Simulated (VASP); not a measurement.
Cu: single point with PBE

Crystal: Cu.

```
Cu
1.0
     1.21846   -3.97638    0.00000
     1.21846    3.97638    0.00000
     0.00000    0.00000    2.47550
Cu
2
Direct
  0.86613 0.13387 0.75000
  0.13387 0.86613 0.25000
```

```yaml
Program: VASP 6.6.1
Task: single point
Functional: PBE
Potentials_or_basis: VASP PAW PBE potentials, release 64 (Cu)
Cutoff: 520 eV
k_mesh: 9 × 9 × 9
Occupations: gaussian, width 0.05 eV
Spin: no spin polarisation
```

- Pressure: 7.1 GPa
- Largest force: 0.052 eV/Å
- Band gap on the k mesh: zero (bands 11 and 12 overlap by 5.16 eV)

Forces on the atoms (eV/Å):
```
Cu   0.000 -0.052  0.000
Cu   0.000  0.052  0.000
```

Stress tensor (GPa, compression positive):
```
7.51 0.00 0.00
0.00 6.10 0.00
0.00 0.00 7.79
```

Levels at points of the mesh, in eV from the Fermi level:
```tsv
k point	band 9	band 10	band 11	band 12	band 13	band 14
(0.00, 0.00, 0.00)	-1.82	-1.68	-1.43	-0.04	4.82	14.78
```

It took 68 s on 1 thread of Intel Xeon 8259CL, with other jobs on the host, peak memory 0.18 GiB.

Caveat: the cell stands under pressure.
